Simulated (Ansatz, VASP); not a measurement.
## Os: VASP beside Ansatz

```
CELL_PARAMETERS angstrom
2.73410 0.00000 0.00000
-1.36705 2.36780 0.00000
0.00000 0.00000 4.31970
ATOMIC_POSITIONS crystal
Os 0.66667 0.33333 0.75000
Os 0.33333 0.66667 0.25000
```

Alike in both runs: task single point; functional PBE; k mesh 11 × 11 × 6; occupations gaussian, width 0.023 eV; no spin polarisation.

|  | VASP | Ansatz |
| --- | --- | --- |
| version | VASP 6.6.1 | Ansatz 0.2.0 |
| potentials or method | VASP PAW PBE potentials, release 64 (Os), cutoff 520 eV | all-electron LAPW, scalar-relativistic |

Ansatz gave:

```
gap on the k mesh at the Fermi level (eV)                     : none
pressure (GPa)                                                : 8.7
traceless stress, the component that is largest in VASP (GPa) : 0.24
```

Q: Estimate VASP's values.

A: gap on the k mesh at the Fermi level (eV): none; pressure (GPa): 8.8; traceless stress, the component that is largest in VASP (GPa): 0.19.

A gap of «none» marks a metal or a gap that the smearing closes. Ansatz ran all-electron here, and VASP with PAW potentials.

Spin-orbit coupling is off throughout.
